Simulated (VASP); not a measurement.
# GaN (P6_3mc) in VASP: further runs

Runs on GaN. Level: PBE. Tasks: single point.

Program: VASP 6.6.1. These are calculated values, not measurements. Logs are shortened: lines on timing, memory, paths and dates and some standing lists are left out, and cuts for length are marked.

## 1. The cell of the first run

The structure is hexagonal, space group P6_3mc (No. 186). Conventional cell: a = 3.153 Å, b = 3.153 Å, c = 5.136 Å, α = 90.00°, β = 90.00°, γ = 120.00°. Within 2.6 Å of Ga (site symmetry 3m) lie 4 N at 1.93 Å. Within 2.6 Å of N (site symmetry 3m) lie 4 Ga at 1.93 Å.

## 2. Single point, PBE (volume changed by -6%)

Input file INCAR:

```
PREC = Accurate
ENCUT = 520
EDIFF = 1E-6
ISMEAR = 0
SIGMA = 0.01
LREAL = False
LASPH = True
NELM = 80
ALGO = Normal
ISIF = 2
LWAVE = False
LCHARG = False
GGA = PE
NBANDS = 26
```

Input file KPOINTS:

```
Automatic mesh
0
Gamma
  9 9 4
```

Input file POSCAR:

```
GaN
1.0
    3.1526196307      0.0000000000      0.0000000000
   -1.5763098153      2.7302486886      0.0000000000
    0.0000000000      0.0000000000      5.1362166933
Ga N
2 2
Direct
    0.3333333333      0.6666666667     -0.0008524603
    0.6666666667      0.3333333333      0.4991475397
    0.3333333333      0.6666666667      0.3758524603
    0.6666666667      0.3333333333      0.8758524603
```

Potentials or basis: VASP PAW PBE potentials, release 64 (Ga_d, N).

Command:

```sh
$ cat potpaw_PBE.64/Ga_d/POTCAR potpaw_PBE.64/N/POTCAR > POTCAR
$ mpirun -np 1 vasp_std > vasp.out
```

OUTCAR:

```text
PREC = Accurate
   ENCUT = 520
   EDIFF = 1E-6
   ISMEAR = 0
   LREAL = False
   LASPH = True
   NELM = 80
   ISIF = 2
   GGA = PE

 ion  position               nearest neighbor table
   1  0.333  0.667  0.999-   4 1.93   4 1.93   4 1.93   3 1.93
   2  0.667  0.333  0.499-   3 1.93   3 1.93   3 1.93   4 1.93
   3  0.333  0.667  0.376-   2 1.93   2 1.93   2 1.93   1 1.93
   4  0.667  0.333  0.876-   1 1.93   1 1.93   1 1.93   2 1.93

  LATTYP: Found a hexagonal cell.
 ALAT       =     3.1526196307
 C/A-ratio  =     1.6291901006

  Lattice vectors:

 A1 = (   3.1526196307,   0.0000000000,   0.0000000000)
 A2 = (  -1.5763098153,   2.7302486886,   0.0000000000)
 A3 = (   0.0000000000,   0.0000000000,   5.1362166933)

Analysis of symmetry for initial positions (statically):
=====================================================================
 Subroutine PRICEL returns:
 Original cell was already a primitive cell.

 Routine SETGRP: Setting up the symmetry group for a
 hexagonal supercell.

 Subroutine GETGRP returns: Found 12 space group operations
 (whereof  6 operations were pure point group operations)
 out of a pool of 24 trial point group operations.

The static configuration has the point symmetry C_3v.
 The point group associated with its full space group is C_6v.

Analysis of symmetry for dynamics (positions and initial velocities):
=====================================================================
 Subroutine PRICEL returns:
 Original cell was already a primitive cell.

 Routine SETGRP: Setting up the symmetry group for a
 hexagonal supercell.

 Subroutine GETGRP returns: Found 12 space group operations
 (whereof  6 operations were pure point group operations)
 out of a pool of 24 trial point group operations.

The dynamic configuration has the point symmetry C_3v.
 The point group associated with its full space group is C_6v.

 Subroutine INISYM returns: Found 12 space group operations
 (whereof  6 operations are pure point group operations),
 and found     1 'primitive' translations

----------------------------------------------------------------------------------------

                                     Primitive cell

  volume of cell :      44.2097

  direct lattice vectors                    reciprocal lattice vectors
     3.152619631  0.000000000  0.000000000     0.317196528  0.183133501  0.000000000
    -1.576309815  2.730248689  0.000000000     0.000000000  0.366267001  0.000000000
     0.000000000  0.000000000  5.136216693     0.000000000  0.000000000  0.194695835

  length of vectors
     3.152619631  3.152619631  5.136216693     0.366267001  0.366267001  0.194695835

  position of ions in fractional coordinates (direct lattice)
     0.333333333  0.666666667  0.999147540
     0.666666667  0.333333333  0.499147540
     0.333333333  0.666666667  0.375852460
     0.666666667  0.333333333  0.875852460

  ion indices of the primitive-cell ions
   primitive index   ion index
                 1           1
                 2           2
                 3           3
                 4           4

----------------------------------------------------------------------------------------

 KPOINTS: Automatic mesh

Automatic generation of k-mesh.
 Grid dimensions read from file:
 generate k-points for:    9    9    4

 Generating k-lattice:

  Cartesian coordinates                     Fractional coordinates (reciprocal lattice)
     0.035244059  0.020348167  0.000000000     0.111111111  0.000000000  0.000000000
     0.000000000  0.040696333  0.000000000     0.000000000  0.111111111  0.000000000
     0.000000000  0.000000000  0.048673959     0.000000000  0.000000000  0.250000000

  Length of vectors
     0.040696333  0.040696333  0.048673959

  Shift w.r.t. Gamma in fractional coordinates (k-lattice)
     0.000000000  0.000000000  0.000000000

 Subroutine IBZKPT returns following result:
 ===========================================

 Found     36 irreducible k-points:

 Following reciprocal coordinates:
            Coordinates               Weight
  0.000000  0.000000  0.000000      1.000000
  0.111111  0.000000  0.000000      6.000000
  0.222222 -0.000000  0.000000      6.000000
  0.333333  0.000000  0.000000      6.000000
  0.444444 -0.000000  0.000000      6.000000
  0.111111  0.111111  0.000000      6.000000
[... 16 lines left out ...]
  0.333333  0.222222  0.250000     24.000000
  0.333333  0.333333  0.250000      4.000000
 [... further k-points ...]
   k-points           NKPTS =     36   k-points in BZ     NKDIM =     36   number of bands    NBANDS=     26
   number of dos      NEDOS =    301   number of ions     NIONS =      4
   total plane-waves  NPLWV =  23040
   dimension x,y,z NGX =    24 NGY =   24 NGZ =   40
   dimension x,y,z NGXF=    48 NGYF=   48 NGZF=   80
   ions per type =               2   2
   NGX,Y,Z   is equivalent  to a cutoff of  12.66, 12.66, 12.95 a.u.
   NGXF,Y,Z  is equivalent  to a cutoff of  25.31, 25.31, 25.89 a.u.
 SYSTEM =  unknown system
   PREC   = accura    normal or accurate (medium, high low for compatibility)
   ISTART =      0    job   : 0-new  1-cont  2-samecut
   ICHARG =      2    charge: 1-file 2-atom 10-const
   ISPIN  =      1    spin polarized calculation?
   LNONCOLLINEAR =      F non collinear calculations
   LSORBIT =      F    spin-orbit coupling
   LASPH  =      T    aspherical Exc in radial PAW
   ENCUT  =  520.0 eV  38.22 Ry    6.18 a.u.   5.86  5.86  9.55*2*pi/ulx,y,z
   NELM   =     80;   NELMIN=  2; NELMDL= -5     # of ELM steps
   EDIFF  = 0.1E-05   stopping-criterion for ELM
   LREAL  =      F    real-space projection
   EDIFFG = 0.1E-04   stopping-criterion for IOM
   NSW    =      0    number of steps for IOM
   IBRION =     -1    ionic relax: 0-MD 1-quasi-New 2-CG
   NFREE  =      0    steps in history (QN), initial steepest desc. (CG)
   ISIF   =      2    stress and relaxation
   ISYM   =      2    0-nonsym 1-usesym 2-fastsym
   POTIM  = 0.5000    time-step for ionic-motion
   TEBEG  =    0.0;   TEEND  =   0.0 temperature during run
   PSTRESS=    0.0 pullay stress
   NELECT =      36.0000    total number of electrons
   NUPDOWN=      -1.0000    fix difference up-down
   EMIN   =  10.00;   EMAX   =-10.00  energy-range for DOS
   EFERMI =   0.00;   METHOD = LEGACY
   ISMEAR =     0;   SIGMA  =   0.01  broadening in eV -4-tet -1-fermi 0-gaus
   EFERMI_NEDOS =   21; number of points for ismear=-14 and -15
   IALGO  =     38    algorithm
   IMIX   =      4    mixing-type and parameters
     AMIX     =   0.40;   BMIX     =  1.00
     AMIX_MAG =   1.60;   BMIX_MAG =  1.00
  volume/ion in A,a.u.               =      11.05        74.59
  Fermi-wavevector in a.u.,A,eV,Ry     =   1.528751  2.888920 31.797880  2.337078
  Thomas-Fermi vector in A             =   2.636466
   LORBIT       =      0    0 simple, 1 ext, 2 COOP (PROOUT), +10 PAW based schemes
   GGA     = PE    functional components
   LHFCALC =     F    Hartree Fock is set to
   AEXX    =    0.0000 exact exchange contribution
   IVDW    =     0    specifies the selected vdW correction
   LEPSILON=     F    determine dielectric tensor
   LRPA    =     F    only Hartree local field effects (RPA)
 non-spin polarized calculation
 Gauss-broadening in eV      SIGMA  =   0.01
  energy-cutoff  :      520.00
  volume of cell :       44.21
 maximum number of plane-waves:      1204
 NGX is ok and might be reduce to    24
   NGX = 11   NGY = 11   NGZ = 19

 number of electron      36.0000031 magnetization

 Free energy of the ion-electron system (eV)
  ---------------------------------------------------
  ext. energy  EPLUGINS =         0.00000000
  ---------------------------------------------------
  free energy    TOTEN  =       -24.22332783 eV

  energy without entropy =      -24.22332783  energy(sigma->0) =      -24.22332783

 E-fermi :   5.7801     XC(G=0): -11.8468

 val. band max:        5.6833252943   @ k =   0.0000   0.0000   0.0000
 cond. band min:       7.8152209610   @ k =   0.0000   0.0000   0.0000
 fundamental gap:      2.1318956667
 Fermi energy:         5.7801489126

 k-point     1 :       0.0000    0.0000    0.0000
  band No.  band energies     occupation
      1     -10.5840      2.00000
      2      -9.5552      2.00000
      3      -7.7847      2.00000
      4      -7.7686      2.00000
      5      -7.7686      2.00000
      6      -7.7007      2.00000
[... 18 lines left out ...]
     25      17.6378      0.00000
     26      17.6378      0.00000

 k-point     2 :       0.1111    0.0000    0.0000
  band No.  band energies     occupation
      1     -10.4562      2.00000
      2      -9.5204      2.00000
      3      -7.7716      2.00000
      4      -7.7495      2.00000
      5      -7.7313      2.00000
      6      -7.6853      2.00000
[... 18 lines left out ...]
     25      17.1772      0.00000
     26      17.9093      0.00000

 k-point     3 :       0.2222   -0.0000    0.0000
  band No.  band energies     occupation
      1     -10.1323      2.00000
      2      -9.4460      2.00000
      3      -7.7330      2.00000
      4      -7.7112      2.00000
      5      -7.6518      2.00000
      6      -7.6075      2.00000
[... 18 lines left out ...]
     25      17.3472      0.00000
     26      18.4760      0.00000

 k-point     4 :       0.3333    0.0000    0.0000
  band No.  band energies     occupation
      1      -9.7866      2.00000
      2      -9.3863      2.00000
      3      -7.7122      2.00000
      4      -7.6894      2.00000
      5      -7.6023      2.00000
      6      -7.5334      2.00000
[... 18 lines left out ...]
     25      17.4698      0.00000
     26      19.2529      0.00000
[... 496 lines left out ...]
      1      -9.5733      2.00000
      2      -9.3797      2.00000
      3      -7.7042      2.00000
      4      -7.6639      2.00000
      5      -7.5990      2.00000
      6      -7.5778      2.00000
[... 18 lines left out ...]
     25      17.2513      0.00000
     26      19.3295      0.00000

 k-point    23 :       0.3333    0.2222    0.2500
  band No.  band energies     occupation
      1      -9.4514      2.00000
      2      -9.3628      2.00000
      3      -7.7170      2.00000
      4      -7.6438      2.00000
      5      -7.5971      2.00000
      6      -7.5356      2.00000
[... 18 lines left out ...]
     25      18.1592      0.00000
     26      19.4130      0.00000

 k-point    24 :       0.3333    0.3333    0.2500
  band No.  band energies     occupation
      1      -9.3848      2.00000
      2      -9.3848      2.00000
      3      -7.7279      2.00000
      4      -7.6015      2.00000
      5      -7.6015      2.00000
      6      -7.5325      2.00000
[... 18 lines left out ...]
     25      18.9973      0.00000
     26      19.5866      0.00000

 [... further k-points ...]
[... 5 lines left out ...]
  --------------------------------------------------------------------------------------
  -------------------------------------------------------------------------------------
  Total        3.3867499      3.3867499      3.3692692      0.0000000      0.0000000      0.0000000
  in kB      122.7373054    122.7373054    122.1037969      0.0000000      0.0000000      0.0000000
  external PRESSURE =     122.5261359 kB  Pullay stress =       0.0000000 kB

 VOLUME and BASIS-vectors are now :
 -----------------------------------------------------------------------------
  energy-cutoff  :      520.00
  volume of cell :       44.21
      direct lattice vectors                 reciprocal lattice vectors
     3.152619631  0.000000000  0.000000000     0.317196528  0.183133501  0.000000000
    -1.576309815  2.730248689  0.000000000     0.000000000  0.366267001  0.000000000
     0.000000000  0.000000000  5.136216693     0.000000000  0.000000000  0.194695835

 POSITION                                       TOTAL-FORCE (eV/Angst)
 -----------------------------------------------------------------------------------
     -0.00000      1.82017      5.13184        -0.000000     -0.000000      0.011584
      1.57631      0.91008      2.56373         0.000000     -0.000000      0.011584
     -0.00000      1.82017      1.93046        -0.000000     -0.000000     -0.011584
      1.57631      0.91008      4.49857         0.000000      0.000000     -0.011584
 -----------------------------------------------------------------------------------
    total drift:                               -0.000001     -0.000001     -0.000066

  FREE ENERGIE OF THE ION-ELECTRON SYSTEM (eV)
  ---------------------------------------------------
  free  energy   TOTEN  =       -24.2233278334 eV

  energy  without entropy=      -24.2233278334  energy(sigma->0) =      -24.22332783
```

It took 14 s on 1 thread of Intel Xeon 6975P-C (Granite Rapids), shared host; peak memory 0.17 GiB.

Results:

```
Free energy            : -24.2233 eV
Pressure               : 12.3 GPa
Largest force          : 0.012 eV/Å
Band gap on the k mesh : 2.13 eV, direct
```

Forces in eV/Å, atoms in the order of the input:
```
Ga   0.000  0.000  0.012
Ga   0.000  0.000  0.012
N    0.000  0.000 -0.012
N    0.000  0.000 -0.012
```

## 3. Single point, PBE (volume changed by -3%)

Input file INCAR:

```
PREC     = Accurate       # precision mode
ENCUT    = 520            # plane-wave cutoff, eV
EDIFF    = 1E-7           # SCF threshold, eV
ISMEAR   = 0              # smearing method
SIGMA    = 0.01           # smearing width, eV
LREAL    = False          # projectors in reciprocal space
LASPH    = True           # aspherical terms in the spheres
NELM     = 60             # most SCF steps
ALGO     = Normal         # electronic algorithm
ISIF     = 2              # what is computed and relaxed
LWAVE    = False          # write WAVECAR
LCHARG   = False          # write CHGCAR
GGA      = PE             # functional
NBANDS   = 26             # bands
```

Input file KPOINTS:

```
regular mesh
0
Gamma
  9 9 4
```

Input file POSCAR:

```
GaN
1.0
    3.1858075393      0.0000000000      0.0000000000
   -1.5929037697      2.7589902606      0.0000000000
    0.0000000000      0.0000000000      5.1902861056
Ga N
2 2
Direct
    0.3333333333      0.6666666667     -0.0008524603
    0.6666666667      0.3333333333      0.4991475397
    0.3333333333      0.6666666667      0.3758524603
    0.6666666667      0.3333333333      0.8758524603
```

Potentials or basis: VASP PAW PBE potentials, release 64 (Ga_d, N).

Command:

```sh
$ cat potpaw_PBE.64/Ga_d/POTCAR potpaw_PBE.64/N/POTCAR > POTCAR
$ mpirun -np 1 vasp_std > vasp.out
```

Run time: 16 s. Hardware: 1 thread of Intel Xeon 6975P-C (Granite Rapids), shared host; peak memory 0.17 GiB.

The run converged. Its results:

* Free energy: -24.3021 eV
* Pressure: 5.7 GPa
* Largest force: 0.005 eV/Å
* Band gap on the k mesh: 1.92 eV, direct

Forces in eV/Å, atoms in the order of the input:
```
Ga   0.000  0.000  0.005
Ga   0.000  0.000  0.005
N    0.000  0.000 -0.005
N    0.000  0.000 -0.005
```

Levels at points of the mesh, in eV from the valence-band top:
| k point | band 15 | band 16 | band 17 | band 18 | band 19 | band 20 | band 21 | band 22 |
| --- | --- | --- | --- | --- | --- | --- | --- | --- |
| (0.00, 0.00, 0.00) | -1.03 | -0.04 | 0.00 | 0.00 | 1.92 | 4.26 | 9.20 | 9.90 |
| (0.00, 0.00, 0.50) | -0.53 | -0.53 | -0.53 | -0.53 | 4.26 | 4.26 | 8.47 | 8.47 |
